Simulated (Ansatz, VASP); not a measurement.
PbSe: VASP beside Ansatz

File INCAR:

```
PREC = Accurate ; ENCUT = 600
EDIFF = 1E-7 ; ISMEAR = -1
SIGMA = 0.05 ; LREAL = False
LASPH = True ; NELM = 80
ALGO = Normal ; ISIF = 3
LWAVE = False ; LCHARG = False
GGA = PE ; IVDW = 12
IBRION = 2 ; NSW = 60
EDIFFG = -0.01
```

Contents of KPOINTS:

```
regular mesh
0
Gamma
  7 7 7
```

POSCAR

```
PbSe
1.0
    3.7843220000      0.0000000000      0.0000000000
    0.0000000000      3.7843220000      0.0000000000
    0.0000000000      0.0000000000      3.7843220000
Pb Se
1 1
Direct
    0.0000000000      0.0000000000      0.0000000000
    0.5000000000      0.5000000000      0.5000000000
```

input.yaml

```yaml
crystal:
  lattice:
    - [3.784322, 0.0, 0.0]
    - [0.0, 3.784322, 0.0]
    - [0.0, 0.0, 3.784322]
  atoms:
    - { symbol: Pb, position: [0.0, 0.0, 0.0] }
    - { symbol: Se, position: [0.5, 0.5, 0.5] }
hamiltonian:
  xc: pbe
  pseudopotentials: { kind: paw }
  dispersion: d3bj
kpoints:
  mp_grid: { grid: [7, 7, 7] }
scf:
  occupations: { method: fermi_dirac, width: 0.05 }
output:
  forces: true
  stress: true
  eigenvalues: true
relax:
  f_tol: 0.01
  max_steps: 40
  cell: { stress_tol: 0.05 }
```

Alike in both runs: task relaxation of cell and atoms; functional PBE; dispersion D3(BJ); k mesh 7 × 7 × 7; occupations fermi-dirac, width 0.05 eV; no spin polarisation.

|  | VASP | Ansatz |
| --- | --- | --- |
| version | VASP 6.6.1 | Ansatz 0.2.0 |
| potentials or method | VASP PAW PBE potentials, release 64 (Pb_d, Se) | Ansatz PAW |
| plane-wave cutoff (eV) | 600 | 420 |
| valence electrons in the cell | 20 | 30 |

```tsv
	VASP	Ansatz	Ansatz less VASP
gap on the k mesh at the Fermi level, each at its own relaxed structure (eV)	none	none	-
relaxed volume (Å³/atom)	25.80	25.80	+0.004
relaxed cell length with the largest relative difference (Å)	3.723	3.723	+0.0002
```

A gap of «none» marks a metal or a gap that the smearing closes. VASP's potentials hold 20 valence electrons a cell and Ansatz's 30, so a difference there can come from the potentials and not from the codes.

Neither program's run includes spin-orbit coupling. Noted on Ansatz's run: the plane-wave basis is chosen anew once the cell has moved, so the energies of steps on either side of that aren't comparable.
